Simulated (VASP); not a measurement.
Input of a VASP 6.6.1 run:

The input INCAR:

```
ALGO = Normal
EDIFF = 1E-6
ENCUT = 520
GGA = PS
ISIF = 2
ISMEAR = -1
ISPIN = 2
LASPH = True
LCHARG = False
LMAXMIX = 4
LORBIT = 11
LREAL = False
LWAVE = False
MAGMOM = 4 4 4 0
NBANDS = 33
NELM = 150
PREC = Accurate
SIGMA = 0.05
```

The input KPOINTS:

```
k-points
0
Gamma
  8 8 8
```

POSCAR

```
Mn3Al
1.0
    0.0000000000      2.8580280000      2.8580280000
    2.8580280000      0.0000000000      2.8580280000
    2.8580280000      2.8580280000      0.0000000000
Mn Al
3 1
Direct
    0.0000000000      0.0000000000      0.0000000000
    0.2500000000      0.2500000000      0.2500000000
    0.7500000000      0.7500000000      0.7500000000
    0.5000000000      0.5000000000      0.5000000000
```

Potentials or basis: VASP PAW PBE potentials, release 64 (Mn_pv, Al).

The run is started by

```sh
$ cat potpaw_PBE.64/Mn_pv/POTCAR potpaw_PBE.64/Al/POTCAR > POTCAR
$ mpirun -np 1 vasp_std > vasp.out
```

(1) Predict the net moment.

(2) What does it give for the site moments?

(3) Predict the pressure.

## Answers

(1) 2.51 μB per cell.

(2) Mn +0.81, +0.84 (each value once); Al -0.02 μB.

(3) -9.2 GPa.

Caveat: the cell stands under tension; the PAW data sets were made with another functional, which shifts forces and pressure a little.
